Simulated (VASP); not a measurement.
# Cd2C (P6mm) in VASP: a series of runs

The runs below take Cd2C through single point, with PBE.

Everything below comes from runs of VASP 6.6.1. Logs are shortened: lines on timing, memory, paths and dates and some standing lists are left out, and cuts for length are marked.

### Step 1. The cell of the first run

It takes space group P6mm (No. 183, hexagonal). The conventional cell has a = 3.857 Å, b = 3.857 Å, c = 4.658 Å, α = 90.00°, β = 90.00°, γ = 120.00°. Cd (site symmetry 3m) has 3 Cd at 2.23 Å and 3 C at 2.58 Å within 2.9 Å. C (site symmetry 6mm) has 6 Cd at 2.58 Å within 3.4 Å.

The cell was generated, and may not be a known phase.

### Step 2. Single point, PBE

INCAR reads:

```
  ALGO = Normal
  EDIFF = 1E-6
  ENCUT = 700
  GGA = PE
  GGA_COMPAT = False
  ISIF = 2
  ISMEAR = 0
  LASPH = True
  LCHARG = False
  LREAL = False
  LWAVE = False
  NBANDS = 29
  NELM = 120
  PREC = Accurate
  SIGMA = 0.1
```

KPOINTS reads:

```
k-points
0
Gamma
  6 6 4
```

POSCAR reads:

```
Cd2C
1.0
    3.8571599500      0.0000000000      0.0000000000
   -1.9285799800      3.3403985100      0.0000000000
    0.0000000000      0.0000000000      4.6583432900
Cd C
2 1
Direct
    0.3333333300      0.6666666700      0.0435316500
    0.6666666700      0.3333333300      0.0435316500
    0.0000000000      0.0000000000      0.7633385900
```

Potentials or basis: VASP PAW PBE potentials, release 64 (Cd_sv_GW, C).

Command:

```
$ cat potpaw_PBE.64/Cd_sv_GW/POTCAR potpaw_PBE.64/C/POTCAR > POTCAR
$ mpirun -np 1 vasp_std > vasp.out
```

OUTCAR:

```text
EDIFF = 1E-6
   ENCUT = 700
   GGA = PE
   ISIF = 2
   ISMEAR = 0
   LASPH = True
   LREAL = False
   NELM = 120
   PREC = Accurate

 ion  position               nearest neighbor table
   1  0.333  0.667  0.044-   2 2.23   2 2.23   2 2.23
   2  0.667  0.333  0.044-   1 2.23   1 2.23   1 2.23
   3  0.000  0.000  0.763-

  LATTYP: Found a hexagonal cell.
 ALAT       =     3.8571599500
 C/A-ratio  =     1.2077132788

  Lattice vectors:

 A1 = (   3.8571599500,   0.0000000000,   0.0000000000)
 A2 = (  -1.9285799800,   3.3403985100,   0.0000000000)
 A3 = (   0.0000000000,   0.0000000000,   4.6583432900)

Analysis of symmetry for initial positions (statically):
=====================================================================
 Subroutine PRICEL returns:
 Original cell was already a primitive cell.

 Routine SETGRP: Setting up the symmetry group for a
 hexagonal supercell.

 Subroutine GETGRP returns: Found 12 space group operations
 (whereof 12 operations were pure point group operations)
 out of a pool of 24 trial point group operations.

The static configuration has the point symmetry C_6v.

Analysis of symmetry for dynamics (positions and initial velocities):
=====================================================================
 Subroutine PRICEL returns:
 Original cell was already a primitive cell.

 Routine SETGRP: Setting up the symmetry group for a
 hexagonal supercell.

 Subroutine GETGRP returns: Found 12 space group operations
 (whereof 12 operations were pure point group operations)
 out of a pool of 24 trial point group operations.

The dynamic configuration has the point symmetry C_6v.

 Subroutine INISYM returns: Found 12 space group operations
 (whereof 12 operations are pure point group operations),
 and found     1 'primitive' translations

----------------------------------------------------------------------------------------

                                     Primitive cell

  volume of cell :      60.0202

  direct lattice vectors                    reciprocal lattice vectors
     3.857159950  0.000000000  0.000000000     0.259258110  0.149682740  0.000000000
    -1.928579980  3.340398510  0.000000000     0.000000000  0.299365479  0.000000000
     0.000000000  0.000000000  4.658343290     0.000000000  0.000000000  0.214668593

  length of vectors
     3.857159950  3.857159958  4.658343290     0.299365480  0.299365479  0.214668593

  position of ions in fractional coordinates (direct lattice)
     0.333333330  0.666666670  0.043531650
     0.666666670  0.333333330  0.043531650
     0.000000000  0.000000000  0.763338590

  ion indices of the primitive-cell ions
   primitive index   ion index
                 1           1
                 2           2
                 3           3

----------------------------------------------------------------------------------------

 KPOINTS: k-points

Automatic generation of k-mesh.
 Grid dimensions read from file:
 generate k-points for:    6    6    4

 Generating k-lattice:

  Cartesian coordinates                     Fractional coordinates (reciprocal lattice)
     0.043209685  0.024947123  0.000000000     0.166666667  0.000000000  0.000000000
     0.000000000  0.049894247  0.000000000     0.000000000  0.166666667  0.000000000
     0.000000000  0.000000000  0.053667148     0.000000000  0.000000000  0.250000000

  Length of vectors
     0.049894247  0.049894247  0.053667148

  Shift w.r.t. Gamma in fractional coordinates (k-lattice)
     0.000000000  0.000000000  0.000000000

 Subroutine IBZKPT returns following result:
 ===========================================

 Found     21 irreducible k-points:

 Following reciprocal coordinates:
            Coordinates               Weight
  0.000000  0.000000  0.000000      1.000000
  0.166667 -0.000000  0.000000      6.000000
  0.333333 -0.000000  0.000000      6.000000
  0.500000 -0.000000  0.000000      3.000000
  0.166667  0.166667  0.000000      6.000000
  0.333333  0.166667  0.000000     12.000000
[... 13 lines left out ...]
  0.333333  0.166667  0.500000     12.000000
  0.333333  0.333333  0.500000      2.000000
   k-points           NKPTS =     21   k-points in BZ     NKDIM =     21   number of bands    NBANDS=     29
   number of dos      NEDOS =    301   number of ions     NIONS =      3
   total plane-waves  NPLWV =  51840
   dimension x,y,z NGX =    36 NGY =   36 NGZ =   40
   dimension x,y,z NGXF=    72 NGYF=   72 NGZF=   80
   ions per type =               2   1
   NGX,Y,Z   is equivalent  to a cutoff of  15.52, 15.52, 14.28 a.u.
   NGXF,Y,Z  is equivalent  to a cutoff of  31.03, 31.03, 28.55 a.u.
 SYSTEM =  unknown system
   PREC   = accura    normal or accurate (medium, high low for compatibility)
   ISTART =      0    job   : 0-new  1-cont  2-samecut
   ICHARG =      2    charge: 1-file 2-atom 10-const
   ISPIN  =      1    spin polarized calculation?
   LNONCOLLINEAR =      F non collinear calculations
   LSORBIT =      F    spin-orbit coupling
   LASPH  =      T    aspherical Exc in radial PAW
   ENCUT  =  700.0 eV  51.45 Ry    7.17 a.u.   8.32  8.32 10.05*2*pi/ulx,y,z
   NELM   =    120;   NELMIN=  2; NELMDL= -5     # of ELM steps
   EDIFF  = 0.1E-05   stopping-criterion for ELM
   LREAL  =      F    real-space projection
   EDIFFG = 0.1E-04   stopping-criterion for IOM
   NSW    =      0    number of steps for IOM
   IBRION =     -1    ionic relax: 0-MD 1-quasi-New 2-CG
   NFREE  =      0    steps in history (QN), initial steepest desc. (CG)
   ISIF   =      2    stress and relaxation
   ISYM   =      2    0-nonsym 1-usesym 2-fastsym
   POTIM  = 0.5000    time-step for ionic-motion
   TEBEG  =    0.0;   TEEND  =   0.0 temperature during run
   PSTRESS=    0.0 pullay stress
   NELECT =      44.0000    total number of electrons
   NUPDOWN=      -1.0000    fix difference up-down
   EMIN   =  10.00;   EMAX   =-10.00  energy-range for DOS
   EFERMI =   0.00;   METHOD = LEGACY
   ISMEAR =     0;   SIGMA  =   0.10  broadening in eV -4-tet -1-fermi 0-gaus
   EFERMI_NEDOS =   21; number of points for ismear=-14 and -15
   IALGO  =     38    algorithm
   IMIX   =      4    mixing-type and parameters
     AMIX     =   0.40;   BMIX     =  1.00
     AMIX_MAG =   1.60;   BMIX_MAG =  1.00
  volume/ion in A,a.u.               =      20.01       135.01
  Fermi-wavevector in a.u.,A,eV,Ry     =   1.476137  2.789494 29.646817  2.178980
  Thomas-Fermi vector in A             =   2.590700
   LORBIT       =      0    0 simple, 1 ext, 2 COOP (PROOUT), +10 PAW based schemes
   GGA     = PE    functional components
   LHFCALC =     F    Hartree Fock is set to
   AEXX    =    0.0000 exact exchange contribution
   IVDW    =     0    specifies the selected vdW correction
   LEPSILON=     F    determine dielectric tensor
   LRPA    =     F    only Hartree local field effects (RPA)
 non-spin polarized calculation
 Gauss-broadening in eV      SIGMA  =   0.10
  energy-cutoff  :      700.00
  volume of cell :       60.02
 maximum number of plane-waves:      2544
 NGX is ok and might be reduce to    36
   NGX = 17   NGY = 17   NGZ = 21

 number of electron      44.0000005 magnetization

 Free energy of the ion-electron system (eV)
  ---------------------------------------------------
  ext. energy  EPLUGINS =         0.00000000
  ---------------------------------------------------
  free energy    TOTEN  =        -1.43611579 eV

  energy without entropy =       -1.42225092  energy(sigma->0) =       -1.42918335

 E-fermi :   4.4662     XC(G=0): -10.0527

 val. band max:        4.4524885866   @ k =   0.1667  -0.0000   0.0000
 cond. band min:       4.5136168689   @ k =   0.1667  -0.0000   0.2500
 fundamental gap:      0.0611282823
 Fermi energy:         4.4661679402

 k-point     1 :       0.0000    0.0000    0.0000
  band No.  band energies     occupation
      1     -99.4662      2.00000
      2     -99.2861      2.00000
      3     -60.8532      2.00000
      4     -60.8532      2.00000
      5     -60.3705      2.00000
      6     -60.2266      2.00000
[... 21 lines left out ...]
     28      14.2367      0.00000
     29      16.0124      0.00000

 k-point     2 :       0.1667   -0.0000    0.0000
  band No.  band energies     occupation
      1     -99.4557      2.00000
      2     -99.2968      2.00000
      3     -60.8653      2.00000
      4     -60.8216      2.00000
      5     -60.3620      2.00000
      6     -60.2544      2.00000
[... 21 lines left out ...]
     28      13.8687      0.00000
     29      15.7426      0.00000

 k-point     3 :       0.3333   -0.0000    0.0000
  band No.  band energies     occupation
      1     -99.4284      2.00000
      2     -99.3244      2.00000
      3     -60.8883      2.00000
      4     -60.7443      2.00000
      5     -60.3402      2.00000
      6     -60.3328      2.00000
[... 21 lines left out ...]
     28      13.0452      0.00000
     29      13.9606      0.00000

 k-point     4 :       0.5000   -0.0000    0.0000
  band No.  band energies     occupation
      1     -99.4065      2.00000
      2     -99.3465      2.00000
      3     -60.8993      2.00000
      4     -60.6915      2.00000
      5     -60.3862      2.00000
      6     -60.3227      2.00000
[... 21 lines left out ...]
     28      13.3033      0.00000
     29      13.6470      0.00000

 k-point     5 :       0.1667    0.1667    0.0000
  band No.  band energies     occupation
      1     -99.4364      2.00000
      2     -99.3163      2.00000
      3     -60.8870      2.00000
      4     -60.7596      2.00000
      5     -60.3466      2.00000
      6     -60.3173      2.00000
[... 21 lines left out ...]
     28      13.5119      0.00000
     29      14.6499      0.00000
[... 414 lines left out ...]
     28      13.4650      0.00000
     29      16.3557      0.00000

 k-point    19 :       0.1667    0.1667    0.5000
  band No.  band energies     occupation
      1     -99.4364      2.00000
      2     -99.3163      2.00000
      3     -60.8870      2.00000
      4     -60.7596      2.00000
      5     -60.3466      2.00000
      6     -60.3173      2.00000
[... 21 lines left out ...]
     28      14.6735      0.00000
     29      15.9973      0.00000

 k-point    20 :       0.3333    0.1667    0.5000
  band No.  band energies     occupation
      1     -99.4065      2.00000
      2     -99.3465      2.00000
      3     -60.9090      2.00000
      4     -60.6658      2.00000
      5     -60.4120      2.00000
      6     -60.3227      2.00000
[... 21 lines left out ...]
     28      14.7221      0.00000
     29      16.0303      0.00000

 k-point    21 :       0.3333    0.3333    0.5000
  band No.  band energies     occupation
      1     -99.3766      2.00000
      2     -99.3766      2.00000
      3     -60.9228      2.00000
      4     -60.5391      2.00000
      5     -60.5391      2.00000
      6     -60.2987      2.00000
[... 21 lines left out ...]
     28      14.6201      0.00000
     29      17.8879      0.00000

------------------------ aborting loop because EDIFF is reached ----------------------------------------

  FORCE on cell =-STRESS in cart. coord.  units (eV):
  Direction    XX          YY          ZZ          XY          YZ          ZX
  --------------------------------------------------------------------------------------
  -------------------------------------------------------------------------------------
  Total       22.7262874     22.7262875     -3.6915280     -0.0000000      0.0000000      0.0000000
  in kB      606.6548251    606.6548276    -98.5415353     -0.0000009      0.0000000      0.0000000
  external PRESSURE =     371.5893725 kB  Pullay stress =       0.0000000 kB

 VOLUME and BASIS-vectors are now :
 -----------------------------------------------------------------------------
  energy-cutoff  :      700.00
  volume of cell :       60.02
      direct lattice vectors                 reciprocal lattice vectors
     3.857159950  0.000000000  0.000000000     0.259258110  0.149682740  0.000000000
    -1.928579980  3.340398510  0.000000000     0.000000000  0.299365479  0.000000000
     0.000000000  0.000000000  4.658343290     0.000000000  0.000000000  0.214668593

 POSITION                                       TOTAL-FORCE (eV/Angst)
 -----------------------------------------------------------------------------------
     -0.00000      2.22693      0.20279         0.000000      0.000000     -0.838226
      1.92858      1.11347      0.20279        -0.000000      0.000000     -0.838226
      0.00000      0.00000      3.55589        -0.000000     -0.000000      1.676453
 -----------------------------------------------------------------------------------
    total drift:                               -0.000000     -0.000000     -0.002175

  FREE ENERGIE OF THE ION-ELECTRON SYSTEM (eV)
  ---------------------------------------------------
  free  energy   TOTEN  =        -1.4361157868 eV

  energy  without entropy=       -1.4222509166  energy(sigma->0) =       -1.42918335
```

Run time: 34 s. Hardware: 1 thread of Intel Xeon Platinum 8488C (Sapphire Rapids), shared host; peak memory 0.25 GiB.

What came out:

```yaml
Free_energy: -1.4361 eV
Pressure: 37.2 GPa
Largest_force: 1.676 eV/Å
Band_gap_on_the_k_mesh: zero (bands 22 and 23 overlap by 1.13 eV)
```

Forces on the atoms (eV/Å):
```
Cd   0.000  0.000 -0.838
Cd   0.000  0.000 -0.838
C    0.000  0.000  1.676
```

Stress tensor (GPa, compression positive):
```
60.67  0.00  0.00
 0.00 60.67  0.00
 0.00  0.00 -9.85
```

Levels at points of the mesh, in eV from the Fermi level:
```csv
k point,band 20,band 21,band 22,band 23,band 24,band 25
"(0.00, 0.00, 0.00)",-4.29,-0.77,0.42,0.42,2.94,5.88
"(0.50, 0.00, 0.00)",-4.99,-1.82,-1.36,1.02,1.05,5.51
"(0.00, 0.00, 0.50)",-5.56,0.47,0.47,0.98,2.03,6.33
"(0.50, 0.00, 0.50)",-4.60,-2.83,-1.11,-0.67,2.44,4.69
```

Caveat: the stress differs along the axes, from -10 to 61 GPa; forces of over 1 eV/Å act on the atoms, so gaps and moduli don't describe the material at rest.

### Step 3. Single point, PBE

This run uses another cell than the first one, of 19.86 Å³/atom.

INCAR reads:

```
ALGO = Normal ; EDIFF = 1E-6
ENCUT = 700 ; GGA = PE
GGA_COMPAT = F ; ISIF = 2
ISMEAR = 0 ; LASPH = T
LCHARG = F ; LREAL = F
LWAVE = F ; NBANDS = 29
NELM = 120 ; PREC = Accurate
SIGMA = 0.1
```

KPOINTS is that of step 2.

POSCAR reads:

```
Cd2C
1.0
    4.5987359662      0.0000000034      0.0000000000
   -2.2993679861      3.9826221703      0.0000000000
    0.0000000000      0.0000000000      3.2530663303
Cd C
2 1
Direct
    0.3333333333      0.6666666667     -0.0093516758
    0.6666666667      0.3333333333     -0.0093516758
    0.0000000000      0.0000000000      0.8691052416
```

Potentials or basis: VASP PAW PBE potentials, release 64 (Cd_sv_GW, C).

Command:

```
$ cat potpaw_PBE.64/Cd_sv_GW/POTCAR potpaw_PBE.64/C/POTCAR > POTCAR
$ mpirun -np 1 vasp_std > vasp.out
```

Wall time 48 s (1 thread of Intel Xeon Platinum 8259CL at 2.50GHz (Skylake/Cascade Lake), shared host); peak memory 0.23 GiB.

The run converged. Its results:

* Free energy: -5.5463 eV
* Pressure: -0.1 GPa
* Largest force: 0.004 eV/Å
* Band gap on the k mesh: zero (bands 22 and 23 overlap by 1.73 eV)

Forces in eV/Å, atoms in the order of the input:
```
Cd   0.000  0.000 -0.002
Cd   0.000  0.000 -0.002
C    0.000  0.000  0.004
```

Levels at points of the mesh, in eV from the Fermi level:
```csv
k point,band 19,band 20,band 21,band 22,band 23,band 24,band 25,band 26
"(0.00, 0.00, 0.00)",-8.38,-3.85,-0.60,-0.60,1.22,2.16,2.16,3.29
"(0.50, 0.00, 0.00)",-8.15,-5.91,-2.61,-1.73,1.41,2.55,5.25,6.56
"(0.00, 0.00, 0.50)",-7.90,-3.58,-0.93,-0.01,-0.01,1.64,4.54,4.54
"(0.50, 0.00, 0.50)",-7.58,-3.50,-1.64,-1.49,-0.36,1.30,2.48,4.13
```

Caveat: the k points lie up to 0.48 Å⁻¹ apart, too coarse for converged energies and pressures of a metal.

(Part 1 of 2 ends here.)

The gap in the log of VASP goes by the Fermi energy; the results here count the filled bands.